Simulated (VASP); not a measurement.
Crystal: FeO.

```xyz
2
Lattice="2.9029 0.0000 0.0000 -1.4515 2.5140 0.0000 0.0000 0.0000 2.8331" Properties=species:S:1:pos:R:3 pbc="T T T"
Fe    0.0000    0.0000    0.0000
O     1.4515    0.8380    1.4165
```

Base run:

| Item | Value |
| --- | --- |
| Program | VASP 6.6.1 |
| Functional | PBE |
| Potentials or basis | VASP PAW PBE potentials, release 64 (Fe_sv, O) |
| Cutoff | 600 eV |
| k mesh | 10 × 10 × 9 |
| Occupations | fermi-dirac, width 0.05 eV |
| Spin | collinear spin, ferromagnetic start |
| Starting moments | [3.0, 0.0] μB |

Its results: band gap on the k mesh zero (filled and empty bands overlap); pressure -12.6 GPa; net moment 4.00 μB per cell; site moments Fe +3.47; O +0.34 μB.

Q: The run is repeated on the same cell with these changes: potentials or basis from VASP PAW PBE potentials, release 64 (Fe_sv, O) to VASP PAW PBE potentials, release 64 (Fe, O); cutoff from 600 eV to 520 eV; further incar settings from ALGO = Normal; EDIFF = 1e-06; NBANDS = 22 to ALGO = Normal; EDIFF = 1e-06; NBANDS = 18; valence electrons from 22 to 14. What comes out?

A: Band gap on the k mesh zero (filled and empty bands overlap); pressure -10.4 GPa; net moment 4.00 μB per cell; site moments Fe +3.58; O +0.35 μB.

Caveats: a cell with one magnetic atom can't hold antiferromagnetic order, which such compounds often take; semilocal functionals often make such compounds metallic where correlation or magnetic order opens a gap, which also shifts bond lengths.
